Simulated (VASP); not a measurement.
# Ni (Im-3m) in VASP: single point with LDA

Aim: the single point of Ni with LDA.

All numbers are computed with VASP 6.6.1; they aren't measurements. Logs are shortened: lines on timing, memory, paths and dates and some standing lists are left out, and cuts for length are marked.

### Step 1. The cell of the first run

The structure is cubic, space group Im-3m (No. 229). The conventional cell has a = 2.874 Å, b = 2.874 Å, c = 2.874 Å, α = 90.00°, β = 90.00°, γ = 90.00°. Within 3.3 Å of Ni (site symmetry m-3m) lie 14 Ni at 2.49 to 2.87 Å.

This isn't the form of Ni at room conditions, which is fcc.

### Step 2. Single point, LDA, collinear spin, ferromagnetic start

Contents of INCAR:

```
SYSTEM = Ni
ALGO = Normal
EDIFF = 1E-6
ENCUT = 690
GGA = CA
GGA_COMPAT = .FALSE.
ISIF = 2
ISMEAR = -1
ISPIN = 2
LASPH = .TRUE.
LCHARG = .FALSE.
LMAXMIX = 4
LORBIT = 11
LREAL = .FALSE.
LWAVE = .FALSE.
MAGMOM = 2
NBANDS = 19
NELM = 200
PREC = Accurate
SIGMA = 0.15
```

Contents of KPOINTS:

```
k-points
0
G
  14 14 14
  0 0 0
```

Contents of POSCAR:

```
Ni
1.0
   -1.4369915877      1.4369915877      1.4369915877
    1.4369915877     -1.4369915877      1.4369915877
    1.4369915877      1.4369915877     -1.4369915877
Ni
1
Direct
    0.0000000000      0.0000000000      0.0000000000
```

Potentials or basis: VASP PAW LDA potentials, release 64 (Ni_sv_GW).

Launch:

```console
> cat potpaw_LDA.64/Ni_sv_GW/POTCAR > POTCAR
> mpirun -np 1 vasp_std > vasp.out
```

OUTCAR:

```text
SYSTEM = Ni
   EDIFF = 1E-6
   ENCUT = 690
   GGA = CA
   ISIF = 2
   ISMEAR = -1
   ISPIN = 2
   LASPH = .TRUE.
   LORBIT = 11
   LREAL = .FALSE.
   NELM = 200
   PREC = Accurate

 ion  position               nearest neighbor table
   1  0.000  0.000  0.000-

  LATTYP: Found a body centered cubic cell.
 ALAT       =     2.8739831754

  Lattice vectors:

 A1 = (  -1.4369915877,   1.4369915877,   1.4369915877)
 A2 = (   1.4369915877,  -1.4369915877,   1.4369915877)
 A3 = (   1.4369915877,   1.4369915877,  -1.4369915877)

Analysis of symmetry for initial positions (statically):
=====================================================================
 Subroutine PRICEL returns:
 Original cell was already a primitive cell.

 Routine SETGRP: Setting up the symmetry group for a
 body centered cubic supercell.

 Subroutine GETGRP returns: Found 48 space group operations
 (whereof 48 operations were pure point group operations)
 out of a pool of 48 trial point group operations.

The static configuration has the point symmetry O_h .

Analysis of symmetry for dynamics (positions and initial velocities):
=====================================================================
 Subroutine PRICEL returns:
 Original cell was already a primitive cell.

 Routine SETGRP: Setting up the symmetry group for a
 body centered cubic supercell.

 Subroutine GETGRP returns: Found 48 space group operations
 (whereof 48 operations were pure point group operations)
 out of a pool of 48 trial point group operations.

The dynamic configuration has the point symmetry O_h .

Analysis of structural, dynamic, and magnetic symmetry:
=====================================================================
 Subroutine PRICEL returns:
 Original cell was already a primitive cell.

 Routine SETGRP: Setting up the symmetry group for a
 body centered cubic supercell.

 Subroutine GETGRP returns: Found 48 space group operations
 (whereof 48 operations were pure point group operations)
 out of a pool of 48 trial point group operations.

The overall configuration has the point symmetry O_h .

 Subroutine INISYM returns: Found 48 space group operations
 (whereof 48 operations are pure point group operations),
 and found     1 'primitive' translations

----------------------------------------------------------------------------------------

                                     Primitive cell

  volume of cell :      11.8692

  direct lattice vectors                    reciprocal lattice vectors
    -1.436991588  1.436991588  1.436991588     0.000000000  0.347949149  0.347949149
     1.436991588 -1.436991588  1.436991588     0.347949149  0.000000000  0.347949149
     1.436991588  1.436991588 -1.436991588     0.347949149  0.347949149  0.000000000

  length of vectors
     2.488942440  2.488942440  2.488942440     0.492074405  0.492074405  0.492074405

  position of ions in fractional coordinates (direct lattice)
     0.000000000  0.000000000  0.000000000

  ion indices of the primitive-cell ions
   primitive index   ion index
                 1           1

----------------------------------------------------------------------------------------

 KPOINTS: k-points

Automatic generation of k-mesh.
 Grid dimensions read from file:
 generate k-points for:   14   14   14

 Generating k-lattice:

  Cartesian coordinates                     Fractional coordinates (reciprocal lattice)
     0.000000000  0.024853511  0.024853511     0.071428571  0.000000000  0.000000000
     0.024853511  0.000000000  0.024853511     0.000000000  0.071428571  0.000000000
     0.024853511  0.024853511  0.000000000     0.000000000  0.000000000  0.071428571

  Length of vectors
     0.035148172  0.035148172  0.035148172

  Shift w.r.t. Gamma in fractional coordinates (k-lattice)
     0.000000000  0.000000000  0.000000000

 Subroutine IBZKPT returns following result:
 ===========================================

 Found    104 irreducible k-points:

 Following reciprocal coordinates:
            Coordinates               Weight
  0.000000  0.000000  0.000000      1.000000
  0.071429  0.000000  0.000000     12.000000
  0.142857  0.000000  0.000000     12.000000
  0.214286  0.000000  0.000000     12.000000
  0.285714  0.000000  0.000000     12.000000
  0.357143  0.000000  0.000000     12.000000
[... 16 lines left out ...]
  0.285714  0.285714  0.000000     24.000000
  0.357143  0.285714  0.000000     24.000000
 [... further k-points ...]
   k-points           NKPTS =    104   k-points in BZ     NKDIM =    104   number of bands    NBANDS=     19
   number of dos      NEDOS =    301   number of ions     NIONS =      1
   total plane-waves  NPLWV =  13824
   dimension x,y,z NGX =    24 NGY =   24 NGZ =   24
   dimension x,y,z NGXF=    48 NGYF=   48 NGZF=   48
   ions per type =               1
   NGX,Y,Z   is equivalent  to a cutoff of  16.03, 16.03, 16.03 a.u.
   NGXF,Y,Z  is equivalent  to a cutoff of  32.06, 32.06, 32.06 a.u.
 SYSTEM =  Ni
   PREC   = accura    normal or accurate (medium, high low for compatibility)
   ISTART =      0    job   : 0-new  1-cont  2-samecut
   ICHARG =      2    charge: 1-file 2-atom 10-const
   ISPIN  =      2    spin polarized calculation?
   LNONCOLLINEAR =      F non collinear calculations
   LSORBIT =      F    spin-orbit coupling
   LASPH  =      T    aspherical Exc in radial PAW
   ENCUT  =  690.0 eV  50.71 Ry    7.12 a.u.   5.33  5.33  5.33*2*pi/ulx,y,z
   NELM   =    200;   NELMIN=  2; NELMDL= -5     # of ELM steps
   EDIFF  = 0.1E-05   stopping-criterion for ELM
   LREAL  =      F    real-space projection
   EDIFFG = 0.1E-04   stopping-criterion for IOM
   NSW    =      0    number of steps for IOM
   IBRION =     -1    ionic relax: 0-MD 1-quasi-New 2-CG
   NFREE  =      0    steps in history (QN), initial steepest desc. (CG)
   ISIF   =      2    stress and relaxation
   ISYM   =      2    0-nonsym 1-usesym 2-fastsym
   POTIM  = 0.5000    time-step for ionic-motion
   TEBEG  =    0.0;   TEEND  =   0.0 temperature during run
   PSTRESS=    0.0 pullay stress
   NELECT =      18.0000    total number of electrons
   NUPDOWN=      -1.0000    fix difference up-down
   EMIN   =  10.00;   EMAX   =-10.00  energy-range for DOS
   EFERMI =   0.00;   METHOD = LEGACY
   ISMEAR =    -1;   SIGMA  =   0.15  broadening in eV -4-tet -1-fermi 0-gaus
   EFERMI_NEDOS =   21; number of points for ismear=-14 and -15
   IALGO  =     38    algorithm
   IMIX   =      4    mixing-type and parameters
     AMIX     =   0.40;   BMIX     =  1.00
     AMIX_MAG =   1.60;   BMIX_MAG =  1.00
  volume/ion in A,a.u.               =      11.87        80.10
  Fermi-wavevector in a.u.,A,eV,Ry     =   1.880867  3.554323 48.132801  3.537661
  Thomas-Fermi vector in A             =   2.924374
   LORBIT       =     11    0 simple, 1 ext, 2 COOP (PROOUT), +10 PAW based schemes
   GGA     = CA    functional components
   LHFCALC =     F    Hartree Fock is set to
   AEXX    =    0.0000 exact exchange contribution
   IVDW    =     0    specifies the selected vdW correction
   LEPSILON=     F    determine dielectric tensor
   LRPA    =     F    only Hartree local field effects (RPA)
 spin polarized calculation
  energy-cutoff  :      690.00
  volume of cell :       11.87
 maximum number of plane-waves:       498
 NGX is ok and might be reduce to    24
   NGX = 11   NGY = 11   NGZ = 11

 number of electron      18.0000010 magnetization       0.4322059

 Free energy of the ion-electron system (eV)
  ---------------------------------------------------
  ext. energy  EPLUGINS =         0.00000000
  ---------------------------------------------------
  free energy    TOTEN  =        -7.26247678 eV

  energy without entropy =       -7.10842144  energy(sigma->0) =       -7.18544911

 E-fermi :   6.3176     XC(G=0): -13.7545

 val. band max:        6.3127559313   @ k =   0.5000   0.0000   0.0000
 cond. band min:       6.3269808309   @ k =  -0.3571   0.3571   0.0714
 fundamental gap:      0.0142248995
 Fermi energy:         6.3176462227

 spin component 1

 k-point     1 :       0.0000    0.0000    0.0000
  band No.  band energies     occupation
      1     -95.7676      1.00000
      2     -56.6616      1.00000
      3     -56.6616      1.00000
      4     -56.6616      1.00000
      5      -2.1000      1.00000
      6       4.2943      1.00000
[... 11 lines left out ...]
     18      36.1496      0.00000
     19      36.9520      0.00000

 k-point     2 :       0.0714    0.0000    0.0000
  band No.  band energies     occupation
      1     -95.7675      1.00000
      2     -56.6708      1.00000
      3     -56.6652      1.00000
      4     -56.6622      1.00000
      5      -1.9018      1.00000
      6       4.2516      1.00000
[... 11 lines left out ...]
     18      37.7000      0.00000
     19      38.6970      0.00000

 k-point     3 :       0.1429    0.0000    0.0000
  band No.  band energies     occupation
      1     -95.7639      1.00000
      2     -56.6945      1.00000
      3     -56.6735      1.00000
      4     -56.6621      1.00000
      5      -1.3206      1.00000
      6       4.1335      1.00000
[... 11 lines left out ...]
     18      39.5669      0.00000
     19      41.5960      0.00000

 k-point     4 :       0.2143    0.0000    0.0000
  band No.  band energies     occupation
      1     -95.7586      1.00000
      2     -56.7286      1.00000
      3     -56.6856      1.00000
      4     -56.6620      1.00000
      5      -0.4076      1.00000
      6       3.9659      1.00000
[... 407 lines left out ...]
     18      48.6951      0.00000
     19      50.1805      0.00000

 k-point    23 :       0.2857    0.2857    0.0000
  band No.  band energies     occupation
      1     -95.7403      1.00000
      2     -56.7989      1.00000
      3     -56.7539      1.00000
      4     -56.6824      1.00000
      5       3.0412      1.00000
      6       3.5521      1.00000
[... 11 lines left out ...]
     18      44.8115      0.00000
     19      51.4921      0.00000

 k-point    24 :       0.3571    0.2857    0.0000
  band No.  band energies     occupation
      1     -95.7395      1.00000
      2     -56.7922      1.00000
      3     -56.7666      1.00000
      4     -56.6834      1.00000
      5       3.1273      1.00000
      6       3.6009      1.00000
[... 11 lines left out ...]
     18      48.4523      0.00000
     19      48.7700      0.00000

 [... further k-points ...]

 spin component 2

 k-point     1 :       0.0000    0.0000    0.0000
  band No.  band energies     occupation
      1     -95.2528      1.00000
      2     -56.1616      1.00000
      3     -56.1616      1.00000
      4     -56.1616      1.00000
      5      -2.0682      1.00000
      6       4.7168      0.99998
[... 11 lines left out ...]
     18      36.2878      0.00000
     19      37.0976      0.00000

 k-point     2 :       0.0714    0.0000    0.0000
  band No.  band energies     occupation
      1     -95.2527      1.00000
      2     -56.1710      1.00000
      3     -56.1652      1.00000
      4     -56.1622      1.00000
      5      -1.8699      1.00000
      6       4.6722      0.99998
[... 11 lines left out ...]
     18      37.8231      0.00000
     19      38.6929      0.00000

 k-point     3 :       0.1429    0.0000    0.0000
  band No.  band energies     occupation
      1     -95.2490      1.00000
      2     -56.1952      1.00000
      3     -56.1738      1.00000
      4     -56.1621      1.00000
      5      -1.2876      1.00000
      6       4.5489      0.99999
[... 11 lines left out ...]
     18      39.6571      0.00000
     19      41.6791      0.00000

 k-point     4 :       0.2143    0.0000    0.0000
  band No.  band energies     occupation
      1     -95.2436      1.00000
      2     -56.2300      1.00000
      3     -56.1860      1.00000
      4     -56.1620      1.00000
      5      -0.3691      1.00000
      6       4.3740      1.00000
[... 407 lines left out ...]
     18      48.7441      0.00000
     19      50.2288      0.00000

 k-point    23 :       0.2857    0.2857    0.0000
  band No.  band energies     occupation
      1     -95.2249      1.00000
      2     -56.3018      1.00000
      3     -56.2559      1.00000
      4     -56.1828      1.00000
      5       3.3480      1.00000
      6       3.8792      1.00000
[... 11 lines left out ...]
     18      44.8822      0.00000
     19      51.5333      0.00000

 k-point    24 :       0.3571    0.2857    0.0000
  band No.  band energies     occupation
      1     -95.2241      1.00000
      2     -56.2950      1.00000
      3     -56.2688      1.00000
      4     -56.1838      1.00000
      5       3.4613      1.00000
      6       3.9312      1.00000
[... 11 lines left out ...]
     18      48.5117      0.00000
     19      48.8343      0.00000

 [... further k-points ...]
[... 5 lines left out ...]
  --------------------------------------------------------------------------------------
  -------------------------------------------------------------------------------------
  Total       -1.9905788     -1.9905788     -1.9905788     -0.0000000      0.0000000      0.0000000
  in kB     -268.6997630   -268.6997630   -268.6997630     -0.0000000      0.0000000      0.0000000
  external PRESSURE =    -268.6997630 kB  Pullay stress =       0.0000000 kB

 VOLUME and BASIS-vectors are now :
 -----------------------------------------------------------------------------
  energy-cutoff  :      690.00
  volume of cell :       11.87
      direct lattice vectors                 reciprocal lattice vectors
    -1.436991588  1.436991588  1.436991588     0.000000000  0.347949149  0.347949149
     1.436991588 -1.436991588  1.436991588     0.347949149  0.000000000  0.347949149
     1.436991588  1.436991588 -1.436991588     0.347949149  0.347949149  0.000000000

 POSITION                                       TOTAL-FORCE (eV/Angst)
 -----------------------------------------------------------------------------------
      0.00000      0.00000      0.00000         0.000000     -0.000000      0.000000
 -----------------------------------------------------------------------------------
    total drift:                               -0.000000      0.000000      0.000000

  FREE ENERGIE OF THE ION-ELECTRON SYSTEM (eV)
  ---------------------------------------------------
  free  energy   TOTEN  =        -7.2624767798 eV

  energy  without entropy=       -7.1084214359  energy(sigma->0) =       -7.18544911

 total charge

# of ion       s       p       d       f       tot
--------------------------------------------------
    1        2.223   6.241   7.818   0.004  16.286

 magnetization (x)

# of ion       s       p       d       f       tot
--------------------------------------------------
    1       -0.000  -0.006   0.455  -0.000   0.448
```

Wall time 1.7 min (1 thread of AMD EPYC 7R43 (Zen 3), shared host); peak memory 0.15 GiB.

What came out:

| Quantity | Value |
| --- | --- |
| Free energy | -7.2625 eV |
| Pressure | -26.9 GPa |
| Net moment | 0.43 μB per cell |
| Site moments | Ni +0.45 μB |
| Valence electrons inside the program's atomic spheres | Ni 16.29 |

Caveat: the cell stands under tension.
